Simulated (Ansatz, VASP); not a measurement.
# One calculation of SiNi2, two programs

Contents of POSCAR:

```
SiNi2
1.0
    3.8695455034      0.0000000000      0.0000000000
   -1.9347727517      3.3511247070      0.0000000000
    0.0000000000      0.0000000000      4.9268111706
Si Ni
2 4
Direct
    0.3333333333      0.6666666667      0.7228278077
    0.6666666667      0.3333333333      0.2771721923
    0.0000000000      0.0000000000      0.0000000000
    0.0000000000      0.0000000000      0.5000000000
    0.3333333333      0.6666666667      0.2195543436
    0.6666666667      0.3333333333      0.7804456564
```

INCAR.step1

```
ALGO     = Normal         # electronic algorithm
EDIFF    = 1E-4           # SCF threshold, eV
ENCUT    = 520            # plane-wave cutoff, eV
GGA      = PE             # functional
ISMEAR   = 0              # smearing method
LASPH    = True           # aspherical terms in the spheres
LCHARG   = False          # write CHGCAR
LREAL    = False          # projectors in reciprocal space
LWAVE    = True           # write WAVECAR
NBANDS   = 33             # bands
NELM     = 100            # most SCF steps
PREC     = Accurate       # precision mode
SIGMA    = 0.15           # smearing width, eV
```

INCAR.step2

```
ALGO     = Normal         # electronic algorithm
EDIFF    = 1E-6           # SCF threshold, eV
ENCUT    = 520            # plane-wave cutoff, eV
ISIF     = 2              # what is computed and relaxed
ISMEAR   = 0              # smearing method
ISTART   = 1            
LASPH    = True           # aspherical terms in the spheres
LCHARG   = False          # write CHGCAR
LMIXTAU  = True         
LREAL    = False          # projectors in reciprocal space
LWAVE    = False          # write WAVECAR
METAGGA  = R2SCAN         # meta-GGA
NBANDS   = 33             # bands
NELM     = 100            # most SCF steps
PREC     = Accurate       # precision mode
SIGMA    = 0.15           # smearing width, eV
```

KPOINTS

```
k-points
0
Gamma
  12 12 10
```

Input for Ansatz:

```yaml
crystal:
  lattice:
    - [3.8695455034, 0.0, 0.0]
    - [-1.9347727517, 3.351124707, 0.0]
    - [0.0, 0.0, 4.9268111706]
  atoms:
    - { symbol: Si, position: [0.3333333333, 0.6666666667, 0.7228278077] }
    - { symbol: Si, position: [0.6666666667, 0.3333333333, 0.2771721923] }
    - { symbol: Ni, position: [0.0, 0.0, 0.0] }
    - { symbol: Ni, position: [0.0, 0.0, 0.5] }
    - { symbol: Ni, position: [0.3333333333, 0.6666666667, 0.2195543436] }
    - { symbol: Ni, position: [0.6666666667, 0.3333333333, 0.7804456564] }
basis:
  ecutwfc: 500
kpoints:
  mp_grid: { grid: [12, 12, 10] }
hamiltonian:
  xc: r2scan
scf:
  occupations: { method: gaussian, width: 0.15 }
output:
  forces: true
  stress: true
  eigenvalues: true
```

Change from the starting cell: mode 4 (121.0 1/cm) frozen in, largest displacement -0.150 Å.

Alike in both runs: task single point; functional r2SCAN; k mesh 12 × 12 × 10; occupations gaussian, width 0.15 eV; no spin polarisation.

|  | VASP | Ansatz |
| --- | --- | --- |
| version | VASP 6.6.1 | Ansatz 0.2.0 |
| potentials or method | VASP PAW PBE potentials, release 64 (Si, Ni), cutoff 520 eV | scalar-relativistic, plane waves, PAW |
| valence electrons in the cell | 48 | 80 |

```tsv
	VASP	Ansatz	Ansatz less VASP
gap on the k mesh at the Fermi level (eV)	none	none	-
pressure (GPa)	-0.1	-0.4	-0.32
traceless stress, the component that is largest in VASP (GPa)	-0.63	-0.60	+0.034
rms of the force components (eV/Å)	0.163	0.166	+0.0036
```

VASP's potentials were made for PBE, not for r2SCAN. Atom by atom the forces differ by 0.004 eV/Å (rms over components). A gap of «none» marks a metal or a gap that the smearing closes. VASP's potentials hold 48 valence electrons a cell and Ansatz's 80, so a difference there can come from the potentials and not from the codes.
